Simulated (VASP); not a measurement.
# AgCl (Pm-3m) in VASP: further runs

The runs below take AgCl through single point, with PBE.

Program: VASP 6.6.1. These are calculated values, not measurements. Logs are shortened: lines on timing, memory, paths and dates and some standing lists are left out, and cuts for length are marked.

## 1. The cell of the first run

Symmetry: Pm-3m, No. 221, cubic system. Conventional cell: a = 3.462 Å, b = 3.462 Å, c = 3.462 Å, α = 90.00°, β = 90.00°, γ = 90.00°. Within 3.9 Å of Ag (site symmetry m-3m) lie 8 Cl at 3.00 Å and 6 Ag at 3.46 Å. Cl (site symmetry m-3m) has 8 Ag at 3.00 Å and 6 Cl at 3.46 Å within 3.9 Å.

## 2. Single point, PBE (volume scaled by 1.025)

The input, INCAR:

```
SYSTEM = AgCl
  ALGO = Normal
  EDIFF = 1E-6
  ENCUT = 520
  GGA = PE
  ISIF = 2
  ISMEAR = -1
  LASPH = .True.
  LCHARG = .False.
  LREAL = .False.
  LWAVE = .False.
  NBANDS = 16
  NELM = 100
  PREC = Accurate
  SIGMA = 0.01
```

The input, KPOINTS:

```
k-points
0
Gamma
  9 9 9
  0 0 0
```

The input, POSCAR:

```
AgCl
1.0
    3.4623542292      0.0000000000      0.0000000000
    0.0000000000      3.4623542292      0.0000000000
    0.0000000000      0.0000000000      3.4623542292
Ag Cl
1 1
Direct
    0.0000000000      0.0000000000      0.0000000000
    0.5000000000      0.5000000000      0.5000000000
```

Potentials or basis: VASP PAW PBE potentials, release 64 (Ag, Cl).

The run is started by

```bash
$ cat potpaw_PBE.64/Ag/POTCAR potpaw_PBE.64/Cl/POTCAR > POTCAR
$ mpirun -np 1 vasp_std > vasp.out
```

OUTCAR:

```text
SYSTEM = AgCl
   EDIFF = 1E-6
   ENCUT = 520
   GGA = PE
   ISIF = 2
   ISMEAR = -1
   LASPH = .True.
   LREAL = .False.
   NELM = 100
   PREC = Accurate

 ion  position               nearest neighbor table
   1  0.000  0.000  0.000-   2 3.00   2 3.00   2 3.00   2 3.00   2 3.00   2 3.00   2 3.00   2 3.00

   2  0.500  0.500  0.500-   1 3.00   1 3.00   1 3.00   1 3.00   1 3.00   1 3.00   1 3.00   1 3.00

  LATTYP: Found a simple cubic cell.
 ALAT       =     3.4623542292

  Lattice vectors:

 A1 = (   3.4623542292,   0.0000000000,   0.0000000000)
 A2 = (   0.0000000000,   3.4623542292,   0.0000000000)
 A3 = (   0.0000000000,   0.0000000000,   3.4623542292)

Analysis of symmetry for initial positions (statically):
=====================================================================
 Subroutine PRICEL returns:
 Original cell was already a primitive cell.

 Routine SETGRP: Setting up the symmetry group for a
 simple cubic supercell.

 Subroutine GETGRP returns: Found 48 space group operations
[... 9 lines left out ...]

 Routine SETGRP: Setting up the symmetry group for a
 simple cubic supercell.

 Subroutine GETGRP returns: Found 48 space group operations
[... 11 lines left out ...]
                                     Primitive cell

  volume of cell :      41.5063

  direct lattice vectors                    reciprocal lattice vectors
     3.462354229  0.000000000  0.000000000     0.288820824  0.000000000  0.000000000
     0.000000000  3.462354229  0.000000000     0.000000000  0.288820824  0.000000000
     0.000000000  0.000000000  3.462354229     0.000000000  0.000000000  0.288820824

  length of vectors
     3.462354229  3.462354229  3.462354229     0.288820824  0.288820824  0.288820824

  position of ions in fractional coordinates (direct lattice)
     0.000000000  0.000000000  0.000000000
     0.500000000  0.500000000  0.500000000

  ion indices of the primitive-cell ions
   primitive index   ion index
                 1           1
                 2           2

----------------------------------------------------------------------------------------

 KPOINTS: k-points

Automatic generation of k-mesh.
 Grid dimensions read from file:
 generate k-points for:    9    9    9

 Generating k-lattice:

  Cartesian coordinates                     Fractional coordinates (reciprocal lattice)
     0.032091203  0.000000000  0.000000000     0.111111111  0.000000000  0.000000000
     0.000000000  0.032091203  0.000000000     0.000000000  0.111111111  0.000000000
     0.000000000  0.000000000  0.032091203     0.000000000  0.000000000  0.111111111

  Length of vectors
     0.032091203  0.032091203  0.032091203

  Shift w.r.t. Gamma in fractional coordinates (k-lattice)
     0.000000000  0.000000000  0.000000000

 Subroutine IBZKPT returns following result:
 ===========================================

 Found     35 irreducible k-points:

 Following reciprocal coordinates:
            Coordinates               Weight
  0.000000  0.000000  0.000000      1.000000
  0.111111  0.000000  0.000000      6.000000
  0.222222  0.000000  0.000000      6.000000
  0.333333  0.000000  0.000000      6.000000
  0.444444  0.000000  0.000000      6.000000
  0.111111  0.111111  0.000000     12.000000
[... 16 lines left out ...]
  0.333333  0.333333  0.111111     24.000000
  0.444444  0.333333  0.111111     48.000000
 [... further k-points ...]
   k-points           NKPTS =     35   k-points in BZ     NKDIM =     35   number of bands    NBANDS=     16
   number of dos      NEDOS =    301   number of ions     NIONS =      2
   total plane-waves  NPLWV =  21952
   dimension x,y,z NGX =    28 NGY =   28 NGZ =   28
   dimension x,y,z NGXF=    56 NGYF=   56 NGZF=   56
   ions per type =               1   1
   NGX,Y,Z   is equivalent  to a cutoff of  13.44, 13.44, 13.44 a.u.
   NGXF,Y,Z  is equivalent  to a cutoff of  26.89, 26.89, 26.89 a.u.
 SYSTEM =  AgCl
   PREC   = accura    normal or accurate (medium, high low for compatibility)
   ISTART =      0    job   : 0-new  1-cont  2-samecut
   ICHARG =      2    charge: 1-file 2-atom 10-const
   ISPIN  =      1    spin polarized calculation?
   LNONCOLLINEAR =      F non collinear calculations
   LSORBIT =      F    spin-orbit coupling
   LASPH  =      T    aspherical Exc in radial PAW
   ENCUT  =  520.0 eV  38.22 Ry    6.18 a.u.   6.44  6.44  6.44*2*pi/ulx,y,z
   NELM   =    100;   NELMIN=  2; NELMDL= -5     # of ELM steps
   EDIFF  = 0.1E-05   stopping-criterion for ELM
   LREAL  =      F    real-space projection
   EDIFFG = 0.1E-04   stopping-criterion for IOM
   NSW    =      0    number of steps for IOM
   IBRION =     -1    ionic relax: 0-MD 1-quasi-New 2-CG
   NFREE  =      0    steps in history (QN), initial steepest desc. (CG)
   ISIF   =      2    stress and relaxation
   ISYM   =      2    0-nonsym 1-usesym 2-fastsym
   POTIM  = 0.5000    time-step for ionic-motion
   TEBEG  =    0.0;   TEEND  =   0.0 temperature during run
   PSTRESS=    0.0 pullay stress
   NELECT =      18.0000    total number of electrons
   NUPDOWN=      -1.0000    fix difference up-down
   EMIN   =  10.00;   EMAX   =-10.00  energy-range for DOS
   EFERMI =   0.00;   METHOD = LEGACY
   ISMEAR =    -1;   SIGMA  =   0.01  broadening in eV -4-tet -1-fermi 0-gaus
   EFERMI_NEDOS =   21; number of points for ismear=-14 and -15
   IALGO  =     38    algorithm
   IMIX   =      4    mixing-type and parameters
     AMIX     =   0.40;   BMIX     =  1.00
     AMIX_MAG =   1.60;   BMIX_MAG =  1.00
  volume/ion in A,a.u.               =      20.75       140.05
  Fermi-wavevector in a.u.,A,eV,Ry     =   1.239160  2.341673 20.891995  1.535518
  Thomas-Fermi vector in A             =   2.373655
   LORBIT       =      0    0 simple, 1 ext, 2 COOP (PROOUT), +10 PAW based schemes
   GGA     = PE    functional components
   LHFCALC =     F    Hartree Fock is set to
   AEXX    =    0.0000 exact exchange contribution
   IVDW    =     0    specifies the selected vdW correction
   LEPSILON=     F    determine dielectric tensor
   LRPA    =     F    only Hartree local field effects (RPA)
 non-spin polarized calculation
  energy-cutoff  :      520.00
  volume of cell :       41.51
 maximum number of plane-waves:      1141
 NGX is ok and might be reduce to    28
   NGX = 13   NGY = 13   NGZ = 13

 number of electron      18.0000000 magnetization

 Free energy of the ion-electron system (eV)
  ---------------------------------------------------
  ext. energy  EPLUGINS =         0.00000000
  ---------------------------------------------------
  free energy    TOTEN  =        -5.11763028 eV

  energy without entropy =       -5.11763028  energy(sigma->0) =       -5.11763028

 E-fermi :   3.7813     XC(G=0): -10.2537

 val. band max:        3.5531287983   @ k =   0.4444   0.0000   0.0000
 cond. band min:       4.1530373532   @ k =   0.0000   0.0000   0.0000
 fundamental gap:      0.5999085549
 Fermi energy:         3.7813491348

 k-point     1 :       0.0000    0.0000    0.0000
  band No.  band energies     occupation
      1     -10.8363      2.00000
      2       0.9658      2.00000
      3       0.9658      2.00000
      4       1.8543      2.00000
      5       1.8543      2.00000
      6       1.8543      2.00000
[... 8 lines left out ...]
     15      17.0579      0.00000
     16      19.9168      0.00000

 k-point     2 :       0.1111    0.0000    0.0000
  band No.  band energies     occupation
      1     -10.7899      2.00000
      2       0.8264      2.00000
      3       0.9812      2.00000
      4       1.5601      2.00000
      5       1.5601      2.00000
      6       1.7727      2.00000
[... 8 lines left out ...]
     15      16.7623      0.00000
     16      19.8729      0.00000

 k-point     3 :       0.2222    0.0000    0.0000
  band No.  band energies     occupation
      1     -10.6678      2.00000
      2       0.1010      2.00000
      3       1.0206      2.00000
      4       1.2254      2.00000
      5       1.2254      2.00000
      6       1.7256      2.00000
[... 8 lines left out ...]
     15      17.0101      0.00000
     16      19.7625      0.00000

 k-point     4 :       0.3333    0.0000    0.0000
  band No.  band energies     occupation
      1     -10.5201      2.00000
      2      -0.6973      2.00000
      3       0.9828      2.00000
      4       0.9828      2.00000
      5       1.0661      2.00000
      6       1.8893      2.00000
[... 8 lines left out ...]
     15      18.5735      0.00000
     16      19.6383      0.00000

 k-point     5 :       0.4444    0.0000    0.0000
  band No.  band energies     occupation
      1     -10.4179      2.00000
      2      -1.1617      2.00000
      3       0.8561      2.00000
      4       0.8561      2.00000
      5       1.0962      2.00000
      6       1.8997      2.00000
[... 8 lines left out ...]
     15      19.2792      0.00000
     16      19.5581      0.00000

 k-point     6 :       0.1111    0.1111    0.0000
  band No.  band energies     occupation
      1     -10.7449      2.00000
      2       0.8145      2.00000
      3       0.8726      2.00000
      4       1.2578      2.00000
      5       1.4556      2.00000
      6       1.8229      2.00000
[... 8 lines left out ...]
     15      17.2651      0.00000
     16      19.2580      0.00000
[... 267 lines left out ...]
 k-point    21 :       0.3333    0.2222    0.1111
  band No.  band energies     occupation
      1     -10.3561      2.00000
      2      -0.3008      2.00000
      3       0.5186      2.00000
      4       1.1173      2.00000
      5       1.3171      2.00000
      6       1.6706      2.00000
[... 8 lines left out ...]
     15      17.2662      0.00000
     16      20.0406      0.00000

 k-point    22 :       0.4444    0.2222    0.1111
  band No.  band energies     occupation
      1     -10.2700      2.00000
      2      -0.6555      2.00000
      3       0.4760      2.00000
      4       1.2449      2.00000
      5       1.3048      2.00000
      6       1.7175      2.00000
[... 8 lines left out ...]
     15      17.6313      0.00000
     16      20.7971      0.00000

 k-point    23 :       0.3333    0.3333    0.1111
  band No.  band energies     occupation
      1     -10.2457      2.00000
      2      -0.1552      2.00000
      3       0.2648      2.00000
      4       1.1475      2.00000
      5       1.4114      2.00000
      6       1.6995      2.00000
[... 8 lines left out ...]
     15      17.4082      0.00000
     16      20.1999      0.00000

 k-point    24 :       0.4444    0.3333    0.1111
  band No.  band energies     occupation
      1     -10.1705      2.00000
      2      -0.2835      2.00000
      3       0.2393      2.00000
      4       1.2987      2.00000
      5       1.4644      2.00000
      6       1.6029      2.00000
[... 8 lines left out ...]
     15      17.5866      0.00000
     16      19.3817      0.00000

 [... further k-points ...]

------------------------ aborting loop because EDIFF is reached ----------------------------------------

  FORCE on cell =-STRESS in cart. coord.  units (eV):
  Direction    XX          YY          ZZ          XY          YZ          ZX
  --------------------------------------------------------------------------------------
  -------------------------------------------------------------------------------------
  Total       -0.3415811     -0.3415811     -0.3415811     -0.0000000     -0.0000000      0.0000000
  in kB      -13.1852972    -13.1852972    -13.1852972     -0.0000000     -0.0000000      0.0000000
  external PRESSURE =     -13.1852972 kB  Pullay stress =       0.0000000 kB

 VOLUME and BASIS-vectors are now :
 -----------------------------------------------------------------------------
  energy-cutoff  :      520.00
  volume of cell :       41.51
      direct lattice vectors                 reciprocal lattice vectors
     3.462354229  0.000000000  0.000000000     0.288820824  0.000000000  0.000000000
     0.000000000  3.462354229  0.000000000     0.000000000  0.288820824  0.000000000
     0.000000000  0.000000000  3.462354229     0.000000000  0.000000000  0.288820824

 POSITION                                       TOTAL-FORCE (eV/Angst)
 -----------------------------------------------------------------------------------
      0.00000      0.00000      0.00000         0.000000      0.000000      0.000000
      1.73118      1.73118      1.73118         0.000000      0.000000      0.000000
 -----------------------------------------------------------------------------------
    total drift:                               -0.000000      0.000000      0.000000

  FREE ENERGIE OF THE ION-ELECTRON SYSTEM (eV)
  ---------------------------------------------------
  free  energy   TOTEN  =        -5.1176302769 eV

  energy  without entropy=       -5.1176302769  energy(sigma->0) =       -5.11763028
```

Run time: 19 s. Hardware: 1 thread of Intel Xeon Platinum 8375C at 2.90GHz (Ice Lake), shared host; peak memory 0.16 GiB.

Results:

```
Free energy            : -5.1176 eV
Pressure               : -1.3 GPa
Band gap on the k mesh : 0.60 eV, indirect (least direct gap 1.99 eV)
```

## 3. Single point, PBE (volume scaled by 1.05)

Edit INCAR of step 2 so:

```diff
@@ -12,3 +12,3 @@
   NBANDS = 16
-  NELM = 100
+  NELM = 60
   PREC = Accurate
```

KPOINTS is that of step 2.

The input, POSCAR:

```
AgCl
1.0
    3.4902776466      0.0000000000      0.0000000000
    0.0000000000      3.4902776466      0.0000000000
    0.0000000000      0.0000000000      3.4902776466
Ag Cl
1 1
Direct
    0.0000000000      0.0000000000      0.0000000000
    0.5000000000      0.5000000000      0.5000000000
```

Potentials or basis: VASP PAW PBE potentials, release 64 (Ag, Cl).

The run is started by

```bash
$ cat potpaw_PBE.64/Ag/POTCAR potpaw_PBE.64/Cl/POTCAR > POTCAR
$ mpirun -np 1 vasp_std > vasp.out
```

OUTCAR:

```text
SYSTEM = AgCl
   EDIFF = 1E-6
   ENCUT = 520
   GGA = PE
   ISIF = 2
   ISMEAR = -1
   LASPH = .True.
   LREAL = .False.
   NELM = 60
   PREC = Accurate

 ion  position               nearest neighbor table
   1  0.000  0.000  0.000-   2 3.02   2 3.02   2 3.02   2 3.02   2 3.02   2 3.02   2 3.02   2 3.02

   2  0.500  0.500  0.500-   1 3.02   1 3.02   1 3.02   1 3.02   1 3.02   1 3.02   1 3.02   1 3.02

  LATTYP: Found a simple cubic cell.
 ALAT       =     3.4902776466

  Lattice vectors:

[... 643 lines left out ...]
------------------------ aborting loop because EDIFF is reached ----------------------------------------

  FORCE on cell =-STRESS in cart. coord.  units (eV):
  Direction    XX          YY          ZZ          XY          YZ          ZX
  --------------------------------------------------------------------------------------
  -------------------------------------------------------------------------------------
  Total       -0.5919324     -0.5919324     -0.5919324     -0.0000000      0.0000000     -0.0000000
  in kB      -22.3050277    -22.3050277    -22.3050277     -0.0000000      0.0000000     -0.0000000
  external PRESSURE =     -22.3050277 kB  Pullay stress =       0.0000000 kB

 VOLUME and BASIS-vectors are now :
 -----------------------------------------------------------------------------
  energy-cutoff  :      520.00
  volume of cell :       42.52
      direct lattice vectors                 reciprocal lattice vectors
     3.490277647  0.000000000  0.000000000     0.286510158  0.000000000  0.000000000
     0.000000000  3.490277647  0.000000000     0.000000000  0.286510158  0.000000000
     0.000000000  0.000000000  3.490277647     0.000000000  0.000000000  0.286510158

 POSITION                                       TOTAL-FORCE (eV/Angst)
 -----------------------------------------------------------------------------------
      0.00000      0.00000      0.00000         0.000000      0.000000      0.000000
      1.74514      1.74514      1.74514         0.000000      0.000000      0.000000
 -----------------------------------------------------------------------------------
    total drift:                               -0.000000      0.000000      0.000000

  FREE ENERGIE OF THE ION-ELECTRON SYSTEM (eV)
  ---------------------------------------------------
  free  energy   TOTEN  =        -5.1068040574 eV

  energy  without entropy=       -5.1068040574  energy(sigma->0) =       -5.10680406
```

OSZICAR:

```text
N       E                     dE             d eps       ncg     rms          rms(c)
DAV:   1     0.100416332093E+03    0.10042E+03   -0.86416E+03  1120   0.102E+03
DAV:   2    -0.163925755196E+01   -0.10206E+03   -0.93521E+02  1408   0.218E+02
DAV:   3    -0.539865163624E+01   -0.37594E+01   -0.37510E+01  1360   0.446E+01
DAV:   4    -0.542404156365E+01   -0.25390E-01   -0.25388E-01  1456   0.400E+00
DAV:   5    -0.542436466305E+01   -0.32310E-03   -0.32310E-03  1400   0.438E-01    0.474E+00
DAV:   6    -0.512064092252E+01    0.30372E+00   -0.36206E-01  1376   0.844E+00    0.322E+00
DAV:   7    -0.511084683188E+01    0.97941E-02   -0.14153E-01  1232   0.253E+00    0.190E+00
DAV:   8    -0.510713291700E+01    0.37139E-02   -0.81645E-03  1304   0.897E-01    0.385E-01
DAV:   9    -0.510674741362E+01    0.38550E-03   -0.80936E-04  1472   0.438E-01    0.641E-02
DAV:  10    -0.510679309528E+01   -0.45682E-04   -0.17597E-04  1336   0.134E-01    0.517E-02
DAV:  11    -0.510680438135E+01   -0.11286E-04   -0.10524E-05  1288   0.268E-02    0.126E-02
DAV:  12    -0.510680405744E+01    0.32391E-06   -0.42198E-07   920   0.533E-03
   1 F= -.51068041E+01 E0= -.51068041E+01  d E =-.777798E-12
```

Run time: 23 s. Hardware: 1 thread of Intel Xeon Platinum 8375C at 2.90GHz (Ice Lake), shared host; peak memory 0.16 GiB.

Results:

| Property | Result |
| --- | --- |
| Free energy | -5.1068 eV |
| Pressure | -2.2 GPa |
| Band gap on the k mesh | 0.60 eV, indirect (least direct gap 1.92 eV) |

Levels at points of the mesh, in eV from the valence-band top:
```tsv
k point	band 5	band 6	band 7	band 8	band 9	band 10	band 11	band 12	band 13	band 14
(0.00, 0.00, 0.00)	-1.66	-1.66	-1.32	-1.32	-1.32	0.60	9.52	9.52	13.33	13.33
```

 A k mesh can miss the band edges.

## 4. Single point, PBE (volume scaled by 1.04)

The input, INCAR:

```
SYSTEM = AgCl
PREC = Accurate
ENCUT = 520
EDIFF = 1E-7
ISMEAR = -1
SIGMA = 0.01
LREAL = .False.
LASPH = .True.
NELM = 60
ALGO = Normal
ISIF = 2
LWAVE = .False.
LCHARG = .False.
GGA = PE
NBANDS = 16
```

The input, KPOINTS:

```
regular mesh
0
Gamma
  9 9 9
  0 0 0
```

The input, POSCAR:

```
AgCl
1.0
    3.4791620374      0.0000000000      0.0000000000
    0.0000000000      3.4791620374      0.0000000000
    0.0000000000      0.0000000000      3.4791620374
Ag Cl
1 1
Direct
    0.0000000000      0.0000000000      0.0000000000
    0.5000000000      0.5000000000      0.5000000000
```

The run is started by

```bash
$ cat potpaw_PBE.64/Ag/POTCAR potpaw_PBE.64/Cl/POTCAR > POTCAR
$ mpirun -np 1 vasp_std > vasp.out
```

It took 22 s on 1 thread of Intel Xeon Platinum 8375C at 2.90GHz (Ice Lake), shared host; peak memory 0.16 GiB.

The run converged. Its results:

```
Free energy            : -5.1118 eV
Pressure               : -1.9 GPa
Band gap on the k mesh : 0.60 eV, indirect (least direct gap 1.95 eV)
```

Levels at points of the mesh, in eV from the valence-band top:
```tsv
k point	band 6	band 7	band 8	band 9	band 10	band 11	band 12	band 13
(0.00, 0.00, 0.00)	-1.67	-1.35	-1.35	-1.35	0.60	9.51	9.51	13.40
```

 A k mesh can miss the band edges.

(Part 1 of 2 ends here.)
